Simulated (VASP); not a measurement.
# MgO (I4mm) in VASP: a series of runs

MgO is run at these levels: PBE; tasks: single point.

Everything below comes from runs of VASP 6.6.1. Logs are shortened: lines on timing, memory, paths and dates and some standing lists are left out, and cuts for length are marked.

## 1. The cell of the first run

Symmetry: I4mm, No. 107, tetragonal system. Conventional cell: a = 2.933 Å, b = 2.933 Å, c = 4.148 Å, α = 90.00°, β = 90.00°, γ = 90.00°. Within 2.4 Å of Mg (site symmetry 4mm) lie 6 O at 1.80 to 2.35 Å. O (site symmetry 4mm) has 6 Mg at 1.80 to 2.35 Å within 2.4 Å.

## 2. Single point, PBE

Contents of INCAR:

```
  PREC = Accurate
  ENCUT = 520
  EDIFF = 1E-6
  ISMEAR = 0
  SIGMA = 0.05
  LREAL = False
  LASPH = True
  NELM = 60
  ALGO = Normal
  ISIF = 2
  LWAVE = False
  LCHARG = True
  GGA = PE
  LELF = True
  LVHAR = True
  NBANDS = 11
```

Contents of KPOINTS:

```
Automatic mesh
0
Gamma
  10 10 10
```

Contents of POSCAR:

```
MgO
1.0
    0.0000000000      2.0740382102      2.0740382102
    2.0740382102      0.0000000000      2.0740382102
    2.0740382102      2.0740382102      0.0000000000
Mg O
1 1
Direct
    0.0266123684      0.0266123684     -0.0266123684
    0.4595716224      0.4595716224      0.5404283776
```

Potentials or basis: VASP PAW PBE potentials, release 64 (Mg, O).

Run with:

```sh
> cat potpaw_PBE.64/Mg/POTCAR potpaw_PBE.64/O/POTCAR > POTCAR
> mpirun -np 1 vasp_std > vasp.out
```

OUTCAR:

```text
PREC = Accurate
   ENCUT = 520
   EDIFF = 1E-6
   ISMEAR = 0
   LREAL = False
   LASPH = True
   NELM = 60
   ISIF = 2
   GGA = PE

 ion  position               nearest neighbor table
   1  0.027  0.027  0.973-   2 1.80   2 2.09   2 2.09   2 2.09   2 2.09   2 2.35
   2  0.460  0.460  0.540-   1 1.80   1 2.09   1 2.09   1 2.09   1 2.09   1 2.35

  LATTYP: Found a face centered cubic cell.
 ALAT       =     4.1480764204

  Lattice vectors:

 A1 = (   0.0000000000,   2.0740382102,   2.0740382102)
 A2 = (   2.0740382102,   0.0000000000,   2.0740382102)
 A3 = (   2.0740382102,   2.0740382102,   0.0000000000)

Analysis of symmetry for initial positions (statically):
=====================================================================
 Subroutine PRICEL returns:
 Original cell was already a primitive cell.

 Routine SETGRP: Setting up the symmetry group for a
 face centered cubic supercell.

 Subroutine GETGRP returns: Found  8 space group operations
 (whereof  8 operations were pure point group operations)
 out of a pool of 48 trial point group operations.

The static configuration has the point symmetry C_4v.

Analysis of symmetry for dynamics (positions and initial velocities):
=====================================================================
 Subroutine PRICEL returns:
 Original cell was already a primitive cell.

 Routine SETGRP: Setting up the symmetry group for a
 face centered cubic supercell.

 Subroutine GETGRP returns: Found  8 space group operations
 (whereof  8 operations were pure point group operations)
 out of a pool of 48 trial point group operations.

The dynamic configuration has the point symmetry C_4v.

 Subroutine INISYM returns: Found  8 space group operations
 (whereof  8 operations are pure point group operations),
 and found     1 'primitive' translations

----------------------------------------------------------------------------------------

                                     Primitive cell

  volume of cell :      17.8435

  direct lattice vectors                    reciprocal lattice vectors
     0.000000000  2.074038210  2.074038210    -0.241075597  0.241075597  0.241075597
     2.074038210  0.000000000  2.074038210     0.241075597 -0.241075597  0.241075597
     2.074038210  2.074038210  0.000000000     0.241075597  0.241075597 -0.241075597

  length of vectors
     2.933132966  2.933132966  2.933132966     0.417555183  0.417555183  0.417555183

  position of ions in fractional coordinates (direct lattice)
     0.026612368  0.026612368  0.973387632
     0.459571622  0.459571622  0.540428378

  ion indices of the primitive-cell ions
   primitive index   ion index
                 1           1
[... 85 lines left out ...]
   NUPDOWN=      -1.0000    fix difference up-down
   EMIN   =  10.00;   EMAX   =-10.00  energy-range for DOS
   EFERMI =   0.00;   METHOD = LEGACY
   ISMEAR =     0;   SIGMA  =   0.05  broadening in eV -4-tet -1-fermi 0-gaus
   EFERMI_NEDOS =   21; number of points for ismear=-14 and -15
   IALGO  =     38    algorithm
   IMIX   =      4    mixing-type and parameters
     AMIX     =   0.40;   BMIX     =  1.00
     AMIX_MAG =   1.60;   BMIX_MAG =  1.00
  volume/ion in A,a.u.               =       8.92        60.21
  Fermi-wavevector in a.u.,A,eV,Ry     =   1.252982  2.367792 21.360647  1.569963
  Thomas-Fermi vector in A             =   2.386856
   LORBIT       =      0    0 simple, 1 ext, 2 COOP (PROOUT), +10 PAW based schemes
   GGA     = PE    functional components
   LHFCALC =     F    Hartree Fock is set to
   AEXX    =    0.0000 exact exchange contribution
   IVDW    =     0    specifies the selected vdW correction
   LEPSILON=     F    determine dielectric tensor
   LRPA    =     F    only Hartree local field effects (RPA)
 non-spin polarized calculation
 Gauss-broadening in eV      SIGMA  =   0.05
  energy-cutoff  :      520.00
  volume of cell :       17.84
 maximum number of plane-waves:       531
 NGX is ok and might be reduce to    24
   NGX = 11   NGY = 11   NGZ = 11

 number of electron       7.9999999 magnetization

 Free energy of the ion-electron system (eV)
  ---------------------------------------------------
  ext. energy  EPLUGINS =         0.00000000
  ---------------------------------------------------
  free energy    TOTEN  =       -11.52660580 eV

  energy without entropy =      -11.52660580  energy(sigma->0) =      -11.52660580

 E-fermi :   3.6810     XC(G=0): -11.2679

 val. band max:        3.4551548087   @ k =   0.0000   0.0000   0.0000
 cond. band min:       8.6107494697   @ k =   0.0000   0.0000   0.0000
 fundamental gap:      5.1555946610
 Fermi energy:         3.6810068043

 k-point     1 :       0.0000    0.0000    0.0000
  band No.  band energies     occupation
      1     -13.9957      2.00000
      2       3.3771      2.00000
      3       3.4552      2.00000
      4       3.4552      2.00000
      5       8.6107      0.00000
      6      19.7431      0.00000
      7      19.9334      0.00000
      8      19.9335      0.00000
      9      23.4473      0.00000
     10      25.5192      0.00000
     11      25.7574      0.00000
[... 309 lines left out ...]
 k-point    24 :       0.0000   -0.1000    0.1000
  band No.  band energies     occupation
      1     -13.7051      2.00000
      2       2.0503      2.00000
      3       3.1113      2.00000
      4       3.3322      2.00000
      5      10.0037      0.00000
      6      17.3235      0.00000
      7      20.1013      0.00000
      8      20.5690      0.00000
      9      23.9493      0.00000
     10      25.0839      0.00000
     11      26.8279      0.00000

 [... further k-points ...]

------------------------ aborting loop because EDIFF is reached ----------------------------------------

  FORCE on cell =-STRESS in cart. coord.  units (eV):
  Direction    XX          YY          ZZ          XY          YZ          ZX
  --------------------------------------------------------------------------------------
  -------------------------------------------------------------------------------------
  Total        1.1141064      1.1141064      5.2618847      0.0000000      0.0000000      0.0000000
  in kB      100.0361593    100.0361593    472.4671904      0.0000000      0.0000000      0.0000000
  external PRESSURE =     224.1798363 kB  Pullay stress =       0.0000000 kB

 VOLUME and BASIS-vectors are now :
 -----------------------------------------------------------------------------
  energy-cutoff  :      520.00
  volume of cell :       17.84
      direct lattice vectors                 reciprocal lattice vectors
     0.000000000  2.074038210  2.074038210    -0.241075597  0.241075597  0.241075597
     2.074038210  0.000000000  2.074038210     0.241075597 -0.241075597  0.241075597
     2.074038210  2.074038210  0.000000000     0.241075597  0.241075597 -0.241075597

 POSITION                                       TOTAL-FORCE (eV/Angst)
 -----------------------------------------------------------------------------------
      2.07404      2.07404      0.11039         0.000000      0.000000     -2.960689
      2.07404      2.07404      1.90634         0.000000      0.000000      2.960689
 -----------------------------------------------------------------------------------
    total drift:                                0.000000      0.000000      0.000626

  FREE ENERGIE OF THE ION-ELECTRON SYSTEM (eV)
  ---------------------------------------------------
  free  energy   TOTEN  =       -11.5266057970 eV

  energy  without entropy=      -11.5266057970  energy(sigma->0) =      -11.52660580
```

OSZICAR:

```text
N       E                     dE             d eps       ncg     rms          rms(c)
DAV:   1     0.116994962374E+02    0.11699E+02   -0.46391E+03  2580   0.651E+02
DAV:   2    -0.127817360500E+02   -0.24481E+02   -0.24002E+02  2637   0.133E+02
DAV:   3    -0.132518057890E+02   -0.47007E+00   -0.46957E+00  2729   0.157E+01
DAV:   4    -0.132529742529E+02   -0.11685E-02   -0.11684E-02  2520   0.882E-01
DAV:   5    -0.132529779604E+02   -0.37075E-05   -0.37074E-05  2658   0.487E-02    0.761E+00
DAV:   6    -0.115464345205E+02    0.17065E+01   -0.91916E+00  2421   0.170E+01    0.219E+00
DAV:   7    -0.115332076231E+02    0.13227E-01   -0.55008E-02  2526   0.210E+00    0.137E+00
DAV:   8    -0.115269821823E+02    0.62254E-02   -0.27638E-02  2421   0.186E+00    0.221E-01
DAV:   9    -0.115265148361E+02    0.46735E-03   -0.22466E-03  2628   0.342E-01    0.675E-02
DAV:  10    -0.115266014757E+02   -0.86640E-04   -0.20109E-04  2475   0.116E-01    0.132E-02
DAV:  11    -0.115266052332E+02   -0.37576E-05   -0.13003E-05  2679   0.298E-02    0.124E-02
DAV:  12    -0.115266057970E+02   -0.56381E-06   -0.58798E-06  2400   0.180E-02
   1 F= -.11526606E+02 E0= -.11526606E+02  d E =-.776648E-13
```

Wall time 9.1 s (1 thread of Intel Xeon Platinum 8488C (Sapphire Rapids), shared host); peak memory 0.15 GiB.

Results:

```
Free energy            : -11.5266 eV
Pressure               : 22.4 GPa
Largest force          : 2.961 eV/Å
Band gap on the k mesh : 5.16 eV, direct
```

Forces on the atoms (eV/Å):
```
Mg   0.000  0.000 -2.961
O    0.000  0.000  2.961
```

Levels at points of the mesh, in eV from the valence-band top:
```csv
k point,band 1,band 2,band 3,band 4,band 5,band 6,band 7,band 8
"(0.00, 0.00, 0.00)",-17.45,-0.08,0.00,0.00,5.16,16.29,16.48,16.48
"(0.50, 0.00, 0.00)",-16.08,-4.74,-0.65,-0.63,8.26,12.84,16.77,17.02
"(0.50, 0.50, 0.00)",-15.81,-4.08,-1.34,-1.34,9.26,9.97,13.71,19.82
"(0.00, 0.50, 0.50)",-15.79,-4.20,-1.44,-1.34,9.52,10.10,13.70,19.59
```

Caveat: forces of over 1 eV/Å act on the atoms, so gaps and moduli don't describe the material at rest. PBE gaps usually lie below the measured ones, often by a third to a half.

## 3. Single point, PBE

This run uses another cell than the first one, of 9.15 Å³/atom, 1.026 times its volume.

Contents of INCAR:

```
SYSTEM = MgO
PREC     = Accurate       ! precision mode
ENCUT    = 600            ! plane-wave cutoff, eV
EDIFF    = 1E-6           ! SCF threshold, eV
ISMEAR   = 0              ! smearing method
SIGMA    = 0.05           ! smearing width, eV
LREAL    = .FALSE.        ! projectors in reciprocal space
LASPH    = .TRUE.         ! aspherical terms in the spheres
NELM     = 120            ! most SCF steps
ALGO     = Normal         ! electronic algorithm
ISIF     = 2              ! what is computed and relaxed
LWAVE    = .FALSE.        ! write WAVECAR
LCHARG   = .FALSE.        ! write CHGCAR
GGA      = PE             ! functional
NBANDS   = 11             ! bands
GGA_COMPAT= .FALSE.
```

Contents of KPOINTS:

```
regular mesh
0
G
  10 10 10
  0 0 0
```

Contents of POSCAR:

```
MgO
1.0
    0.0000000000      2.0916941252      2.0916941252
    2.0916941252      0.0000000000      2.0916941252
    2.0916941252      2.0916941252      0.0000000000
Mg O
1 1
Direct
    0.0332654605      0.0332654605     -0.0332654605
    0.4494645280      0.4494645280      0.5505354720
```

Potentials or basis: VASP PAW PBE potentials, release 64 (Mg, O).

Run with:

```sh
> cat potpaw_PBE.64/Mg/POTCAR potpaw_PBE.64/O/POTCAR > POTCAR
> mpirun -np 1 vasp_std > vasp.out
```

Run time: 18 s. Hardware: 1 thread of Intel Xeon Platinum 8259CL at 2.50GHz (Skylake/Cascade Lake), shared host; peak memory 0.15 GiB.

Results (log left out):

```yaml
Free_energy: -11.3481 eV
Pressure: 22.9 GPa
Largest_force: 4.191 eV/Å
Band_gap_on_the_k_mesh: 4.90 eV, direct
```

Forces in eV/Å, atoms in the order of the input:
```
Mg   0.000  0.000 -4.191
O    0.000  0.000  4.191
```

Stress tensor (GPa, compression positive):
```
 4.15  0.00  0.00
 0.00  4.15  0.00
 0.00  0.00 60.39
```

Levels at points of the mesh, in eV from the valence-band top:
```csv
k point,band 2,band 3,band 4,band 5,band 6,band 7
"(0.00, 0.00, 0.00)",-0.11,0.00,0.00,4.90,16.27,16.55
"(0.50, 0.00, 0.00)",-4.58,-0.60,-0.56,8.13,12.45,16.51
"(0.50, 0.50, 0.00)",-3.87,-1.27,-1.27,9.29,9.50,13.44
"(0.00, 0.50, 0.50)",-4.05,-1.42,-1.27,9.65,9.69,13.47
```

Caveat: forces of over 1 eV/Å act on the atoms, so gaps and moduli don't describe the material at rest. PBE gaps usually lie below the measured ones, often by a third to a half.
